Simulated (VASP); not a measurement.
# Ge (P6_3/mmc) in VASP: further runs

Ge is run at these levels: PBEsol; tasks: single point.

Program: VASP 6.6.1. These are calculated values, not measurements. Logs are shortened: lines on timing, memory, paths and dates and some standing lists are left out, and cuts for length are marked.

## 1. The cell of the first run

The structure is hexagonal, space group P6_3/mmc (No. 194). The conventional cell has a = 3.916 Å, b = 3.916 Å, c = 6.465 Å, α = 90.00°, β = 90.00°, γ = 120.00°. Ge (site symmetry 3m) has 4 Ge at 2.40 to 2.42 Å within 3.2 Å.

## 2. Single point, PBEsol (volume scaled by 0.94)

File INCAR:

```
SYSTEM = Ge
ALGO = Normal
EDIFF = 1E-6
ENCUT = 520
GGA = PS
ISIF = 2
ISMEAR = -1
LASPH = .TRUE.
LCHARG = .FALSE.
LREAL = .FALSE.
LWAVE = .FALSE.
NBANDS = 36
NELM = 80
PREC = Accurate
SIGMA = 0.05
```

File KPOINTS:

```
k-points
0
G
  11 11 6
  0 0 0
```

File POSCAR:

```
Ge
1.0
    3.9159795603      0.0000000000      0.0000000000
   -1.9579897802      3.3913377800      0.0000000000
    0.0000000000      0.0000000000      6.4646589660
Ge
4
Direct
    0.6666666667      0.3333333333      0.0629012500
    0.3333333333      0.6666666667      0.5629012500
    0.6666666667      0.3333333333      0.4370987500
    0.3333333333      0.6666666667      0.9370987500
```

Potentials or basis: VASP PAW PBE potentials, release 64 (Ge_d).

Command:

```
cat potpaw_PBE.64/Ge_d/POTCAR > POTCAR
mpirun -np 1 vasp_std > vasp.out
```

OUTCAR:

```text
SYSTEM = Ge
   EDIFF = 1E-6
   ENCUT = 520
   GGA = PS
   ISIF = 2
   ISMEAR = -1
   LASPH = .TRUE.
   LREAL = .FALSE.
   NELM = 80
   PREC = Accurate

 ion  position               nearest neighbor table
   1  0.667  0.333  0.063-   4 2.40   4 2.40   4 2.40   3 2.42
   2  0.333  0.667  0.563-   3 2.40   3 2.40   3 2.40   4 2.42
   3  0.667  0.333  0.437-   2 2.40   2 2.40   2 2.40   1 2.42
   4  0.333  0.667  0.937-   1 2.40   1 2.40   1 2.40   2 2.42

  LATTYP: Found a hexagonal cell.
 ALAT       =     3.9159795603
 C/A-ratio  =     1.6508408347

  Lattice vectors:

 A1 = (   3.9159795603,   0.0000000000,   0.0000000000)
 A2 = (  -1.9579897802,   3.3913377800,   0.0000000000)
 A3 = (   0.0000000000,   0.0000000000,   6.4646589660)

Analysis of symmetry for initial positions (statically):
=====================================================================
 Subroutine PRICEL returns:
 Original cell was already a primitive cell.

 Routine SETGRP: Setting up the symmetry group for a
 hexagonal supercell.

 Subroutine GETGRP returns: Found 24 space group operations
 (whereof 12 operations were pure point group operations)
 out of a pool of 24 trial point group operations.

The static configuration has the point symmetry D_3d.
 The point group associated with its full space group is D_6h.

Analysis of symmetry for dynamics (positions and initial velocities):
=====================================================================
 Subroutine PRICEL returns:
 Original cell was already a primitive cell.

 Routine SETGRP: Setting up the symmetry group for a
 hexagonal supercell.

 Subroutine GETGRP returns: Found 24 space group operations
 (whereof 12 operations were pure point group operations)
 out of a pool of 24 trial point group operations.

The dynamic configuration has the point symmetry D_3d.
 The point group associated with its full space group is D_6h.

 Subroutine INISYM returns: Found 24 space group operations
 (whereof 12 operations are pure point group operations),
 and found     1 'primitive' translations

----------------------------------------------------------------------------------------

                                     Primitive cell

  volume of cell :      85.8533

  direct lattice vectors                    reciprocal lattice vectors
     3.915979560  0.000000000  0.000000000     0.255363948  0.147434444  0.000000000
    -1.957989780  3.391337780  0.000000000     0.000000000  0.294868888  0.000000000
     0.000000000  0.000000000  6.464658966     0.000000000  0.000000000  0.154687201
[... 89 lines left out ...]
   LREAL  =      F    real-space projection
   EDIFFG = 0.1E-04   stopping-criterion for IOM
   NSW    =      0    number of steps for IOM
   IBRION =     -1    ionic relax: 0-MD 1-quasi-New 2-CG
   NFREE  =      0    steps in history (QN), initial steepest desc. (CG)
   ISIF   =      2    stress and relaxation
   ISYM   =      2    0-nonsym 1-usesym 2-fastsym
   POTIM  = 0.5000    time-step for ionic-motion
   TEBEG  =    0.0;   TEEND  =   0.0 temperature during run
   PSTRESS=    0.0 pullay stress
   NELECT =      56.0000    total number of electrons
   NUPDOWN=      -1.0000    fix difference up-down
   EMIN   =  10.00;   EMAX   =-10.00  energy-range for DOS
   EFERMI =   0.00;   METHOD = LEGACY
   ISMEAR =    -1;   SIGMA  =   0.05  broadening in eV -4-tet -1-fermi 0-gaus
   EFERMI_NEDOS =   21; number of points for ismear=-14 and -15
   IALGO  =     38    algorithm
   IMIX   =      4    mixing-type and parameters
     AMIX     =   0.40;   BMIX     =  1.00
     AMIX_MAG =   1.60;   BMIX_MAG =  1.00
  volume/ion in A,a.u.               =      21.46       144.84
  Fermi-wavevector in a.u.,A,eV,Ry     =   1.419772  2.682979 27.425962  2.015751
  Thomas-Fermi vector in A             =   2.540757
   LORBIT       =      0    0 simple, 1 ext, 2 COOP (PROOUT), +10 PAW based schemes
   GGA     = PS    functional components
   LHFCALC =     F    Hartree Fock is set to
   AEXX    =    0.0000 exact exchange contribution
   IVDW    =     0    specifies the selected vdW correction
   LEPSILON=     F    determine dielectric tensor
   LRPA    =     F    only Hartree local field effects (RPA)
 non-spin polarized calculation
  energy-cutoff  :      520.00
  volume of cell :       85.85
 maximum number of plane-waves:      2364
 NGX is ok and might be reduce to    30
   NGX = 15   NGY = 15   NGZ = 25

 number of electron      55.9999941 magnetization

 Free energy of the ion-electron system (eV)
  ---------------------------------------------------
  ext. energy  EPLUGINS =         0.00000000
  ---------------------------------------------------
  free energy    TOTEN  =       -19.60996135 eV

  energy without entropy =      -19.60896294  energy(sigma->0) =      -19.60946214

 E-fermi :   5.5390     XC(G=0): -10.3796

 val. band max:        5.4787800221   @ k =   0.0000   0.0000   0.0000
 cond. band min:       5.5720736102   @ k =   0.0000   0.0000   0.1667
 fundamental gap:      0.0932935881
 Fermi energy:         5.5389512431

 k-point     1 :       0.0000    0.0000    0.0000
  band No.  band energies     occupation
      1     -19.4976      2.00000
      2     -19.4976      2.00000
      3     -19.4529      2.00000
      4     -19.4522      2.00000
      5     -19.4522      2.00000
      6     -19.4383      2.00000
[... 925 lines left out ...]
     35      11.6385      0.00000
     36      12.4247      0.00000

 [... further k-points ...]

------------------------ aborting loop because EDIFF is reached ----------------------------------------

  FORCE on cell =-STRESS in cart. coord.  units (eV):
  Direction    XX          YY          ZZ          XY          YZ          ZX
  --------------------------------------------------------------------------------------
  -------------------------------------------------------------------------------------
  Total        2.4938501      2.4938501      2.4553525     -0.0000000      0.0000000      0.0000000
  in kB       46.5397290     46.5397290     45.8212940     -0.0000000      0.0000000      0.0000000
  external PRESSURE =      46.3002507 kB  Pullay stress =       0.0000000 kB

 VOLUME and BASIS-vectors are now :
 -----------------------------------------------------------------------------
  energy-cutoff  :      520.00
  volume of cell :       85.85
      direct lattice vectors                 reciprocal lattice vectors
     3.915979560  0.000000000  0.000000000     0.255363948  0.147434444  0.000000000
    -1.957989780  3.391337780  0.000000000     0.000000000  0.294868888  0.000000000
     0.000000000  0.000000000  6.464658966     0.000000000  0.000000000  0.154687201

 POSITION                                       TOTAL-FORCE (eV/Angst)
 -----------------------------------------------------------------------------------
      1.95799      1.13045      0.40664         0.000000     -0.000000      0.023001
     -0.00000      2.26089      3.63896        -0.000000      0.000000      0.023001
      1.95799      1.13045      2.82569         0.000000     -0.000000     -0.023001
     -0.00000      2.26089      6.05802        -0.000000      0.000000     -0.023001
 -----------------------------------------------------------------------------------
    total drift:                               -0.000000      0.000000      0.000000

  FREE ENERGIE OF THE ION-ELECTRON SYSTEM (eV)
  ---------------------------------------------------
  free  energy   TOTEN  =       -19.6099613502 eV

  energy  without entropy=      -19.6089629360  energy(sigma->0) =      -19.60946214
```

OSZICAR:

```text
N       E                     dE             d eps       ncg     rms          rms(c)
DAV:   1     0.476924737888E+03    0.47692E+03   -0.28225E+04  5564   0.434E+03
DAV:   2     0.621372385116E+02   -0.41479E+03   -0.40397E+03  4608   0.784E+02
DAV:   3    -0.156966867301E+02   -0.77834E+02   -0.76930E+02  4940   0.204E+02
DAV:   4    -0.198848049165E+02   -0.41881E+01   -0.41713E+01  5432   0.556E+01
DAV:   5    -0.199673568384E+02   -0.82552E-01   -0.82530E-01  5100   0.860E+00    0.498E+00
DAV:   6    -0.197230599859E+02    0.24430E+00   -0.10730E-01  5416   0.279E+00    0.283E+00
DAV:   7    -0.196070597557E+02    0.11600E+00   -0.16281E-01  4924   0.281E+00    0.213E-01
DAV:   8    -0.196094522604E+02   -0.23925E-02   -0.16412E-02  5180   0.123E+00    0.108E-01
DAV:   9    -0.196099409741E+02   -0.48871E-03   -0.51464E-04  5256   0.144E-01    0.252E-02
DAV:  10    -0.196099545459E+02   -0.13572E-04   -0.73491E-05  6092   0.121E-01    0.101E-02
DAV:  11    -0.196099606343E+02   -0.60884E-05   -0.82058E-06  4236   0.172E-02    0.252E-03
DAV:  12    -0.196099613502E+02   -0.71592E-06   -0.13149E-06  3724   0.999E-03
   1 F= -.19609961E+02 E0= -.19609462E+02  d E =-.998414E-03
```

stdout:

```text
POSCAR found type information on POSCAR Ge
 POSCAR found :  1 types and       4 ions
 scaLAPACK will be used
 -----------------------------------------------------------------------------
|                                                                             |
|                                                                             |
|     You enforced a specific xc type in the INCAR file but a different       |
|     I HOPE YOU KNOW WHAT YOU ARE DOING!                                     |
|                                                                             |
 -----------------------------------------------------------------------------

 LDA part: xc-table for (Slater+PW92), standard interpolation
 POSCAR, INCAR and KPOINTS ok, starting setup
 FFT: planning ... GRIDC
 FFT: planning ... GRID_SOFT
 FFT: planning ... GRID
 WAVECAR not read
 entering main loop
```

Wall time 2.3 min (1 thread of Intel Xeon Platinum 8488C (Sapphire Rapids), shared host); peak memory 0.28 GiB.

What came out:

```
Free energy            : -19.6100 eV
Pressure               : 4.6 GPa
Largest force          : 0.023 eV/Å
Band gap on the k mesh : zero (band 28 reaches 5.59 eV, above the bottom of band 29 at 5.57 eV)
```

Forces in eV/Å, atoms in the order of the input:
```
Ge   0.000  0.000  0.023
Ge   0.000  0.000  0.023
Ge   0.000  0.000 -0.023
Ge   0.000  0.000 -0.023
```

Levels at points of the mesh, in eV from the Fermi level:
```tsv
k point	band 25	band 26	band 27	band 28	band 29	band 30	band 31	band 32
(0.00, 0.00, 0.00)	-1.68	-0.26	-0.06	0.05	0.05	0.45	2.15	2.15
(0.00, 0.00, 0.50)	-1.01	-1.01	-1.01	-1.01	0.76	0.76	3.31	3.31
```

Caveat: the PAW data sets were made with another functional, which shifts forces and pressure a little.

## 3. Single point, PBEsol (volume scaled by 0.96)

File INCAR:

```
SYSTEM = Ge
PREC = Accurate
ENCUT = 520
EDIFF = 1E-6
ISMEAR = -1
SIGMA = 0.05
LREAL = .False.
LASPH = .True.
NELM = 80
ALGO = Normal
ISIF = 2
LWAVE = .False.
LCHARG = .False.
GGA = PS
NBANDS = 36
```

File KPOINTS:

```
regular mesh
0
Gamma
  11 11 6
  0 0 0
```

File POSCAR:

```
Ge
1.0
    3.9435577898      0.0000000000      0.0000000000
   -1.9717788949      3.4152212273      0.0000000000
    0.0000000000      0.0000000000      6.5101862333
Ge
4
Direct
    0.6666666667      0.3333333333      0.0629012500
    0.3333333333      0.6666666667      0.5629012500
    0.6666666667      0.3333333333      0.4370987500
    0.3333333333      0.6666666667      0.9370987500
```

Potentials or basis: VASP PAW PBE potentials, release 64 (Ge_d).

Command:

```
cat potpaw_PBE.64/Ge_d/POTCAR > POTCAR
mpirun -np 1 vasp_std > vasp.out
```

Wall time 2.3 min (1 thread of Intel Xeon Platinum 8488C (Sapphire Rapids), shared host); peak memory 0.28 GiB.

Results (log left out):

- Free energy: -19.6534 eV
- Pressure: 2.8 GPa
- Largest force: 0.013 eV/Å
- Band gap on the k mesh: zero (band 28 reaches 5.37 eV, above the bottom of band 29 at 5.30 eV)

Forces on the atoms (eV/Å):
```
Ge   0.000  0.000  0.013
Ge   0.000  0.000  0.013
Ge   0.000  0.000 -0.013
Ge   0.000  0.000 -0.013
```

Stress tensor (GPa, compression positive):
```
2.87 0.00 0.00
0.00 2.87 0.00
0.00 0.00 2.77
```

Levels at points of the mesh, in eV from the Fermi level:
| k point | band 24 | band 25 | band 26 | band 27 | band 28 | band 29 | band 30 | band 31 | band 32 | band 33 |
| --- | --- | --- | --- | --- | --- | --- | --- | --- | --- | --- |
| (0.00, 0.00, 0.00) | -1.62 | -1.62 | -0.24 | -0.10 | 0.06 | 0.06 | 0.27 | 2.17 | 2.17 | 2.70 |
| (0.00, 0.00, 0.50) | -4.96 | -0.97 | -0.97 | -0.97 | -0.97 | 0.71 | 0.71 | 3.31 | 3.31 | 3.31 |

Caveat: the PAW data sets were made with another functional, which shifts forces and pressure a little.
